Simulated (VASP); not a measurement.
GaSb, 24 atoms in the cell. The cell holds a disordered packing, 24 atoms: a = 9.248 Å, b = 8.965 Å, c = 8.617 Å, α = 92.86°, β = 93.50°, γ = 89.10°. 

* Program: VASP 6.6.1
* Task: single point
* Functional: PBEsol
* Potentials or basis: VASP PAW PBE potentials, release 64 (Ga_d, Sb)
* Cutoff: 520 eV
* k mesh: 1 × 1 × 1, shifted
* Occupations: fermi-dirac, width 0.0827 eV
* Spin: no spin polarisation
* Dipole correction: no
* Further INCAR settings: LREAL = Auto; ALGO = Normal; EDIFF = 1e-06; NBANDS = 126; ISYM = 0

Potentials or basis: VASP PAW PBE potentials, release 64 (Ga_d, Sb).

The run is started by

```console
$ cat potpaw_PBE.64/Ga_d/POTCAR potpaw_PBE.64/Sb/POTCAR > POTCAR
$ mpirun -np 1 vasp_std > vasp.out
```

Hardware: 1 thread of Intel(R) Xeon(R) Platinum 8259CL CPU @ 2.50GHz (Skylake/Cascade Lake), on a shared host.

Q: How long does it take, and how much memory?

A: It took 3.4 min on 1 thread of Intel(R) Xeon(R) Platinum 8259CL CPU @ 2.50GHz (Skylake/Cascade Lake) (shared host), peak memory 0.63 GiB. Counts: scf iterations 17, k points 1.
